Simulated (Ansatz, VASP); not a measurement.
CeO2: VASP beside Ansatz

POSCAR

```
CeO2
1.0
    0.0000000000      2.6551674956      2.6551674956
    2.6551674956      0.0000000000      2.6551674956
    2.6551674956      2.6551674956      0.0000000000
Ce O
1 2
Direct
    0.0000000000      0.0000000000      0.0000000000
    0.2500000000      0.2500000000      0.2500000000
    0.7500000000      0.7500000000      0.7500000000
```

Contents of INCAR.step1:

```
SYSTEM = CeO2
PREC = Accurate ; ENCUT = 520
EDIFF = 1E-5 ; ISMEAR = -1
SIGMA = 0.05 ; LREAL = .False.
LASPH = .True. ; NELM = 80
ALGO = Normal ; ISIF = 2
LWAVE = .True. ; NBANDS = 19
GGA = PE
```

The input INCAR.step2:

```
SYSTEM = CeO2
PREC = Accurate ; ENCUT = 520
EDIFF = 1E-6 ; ISMEAR = -1
SIGMA = 0.05 ; LREAL = .False.
LASPH = .True. ; NELM = 80
ALGO = Normal ; ISIF = 2
LWAVE = .False. ; LCHARG = .True.
GGA = PE ; LHFCALC = .True.
HFSCREEN = 0.2079 ; PRECFOCK = Normal
LELF = .True. ; LVHAR = .True.
NBANDS = 19 ; ISTART = 1
```

File KPOINTS:

```
Automatic mesh
0
Gamma
  4 4 4
  0 0 0
```

Input for Ansatz:

```yaml
crystal:
  lattice:
    - [0.0, 2.655167495577, 2.655167495577]
    - [2.655167495577, 0.0, 2.655167495577]
    - [2.655167495577, 2.655167495577, 0.0]
  atoms:
    - { symbol: Ce, position: [0.0, 0.0, 0.0] }
    - { symbol: O, position: [0.25, 0.25, 0.25] }
    - { symbol: O, position: [0.75, 0.75, 0.75] }
kpoints:
  mp_grid: { grid: [4, 4, 4] }
hamiltonian:
  xc: hse06
  pseudopotentials: { kind: paw }
scf:
  occupations: { method: fermi_dirac, width: 0.05 }
  convergence: { dr2_threshold: "1e-10 eV" }
  exx: { energy_threshold: "3e-8 eV" }
output:
  forces: true
  stress: true
  eigenvalues: true
```

Alike in both runs: task single point; functional HSE06; k mesh 4 × 4 × 4; occupations fermi-dirac, width 0.05 eV; no spin polarisation.

|  | VASP | Ansatz |
| --- | --- | --- |
| version | VASP 6.6.1 | Ansatz 0.2.0 development build |
| potentials or method | VASP PAW PBE potentials, release 64 (Ce, O) | plane waves, PAW datasets (generated soft set 1) |
| plane-wave cutoff (eV) | 520 | 420 |
| valence electrons in the cell | 24 | 24 |

```tsv
	VASP	Ansatz	Ansatz less VASP
gap on the k mesh at the Fermi level (eV)	3.78	3.84	+0.056
```

The k mesh is coarse, so the values compare programs but aren't converged. Neither program's run includes spin-orbit coupling.
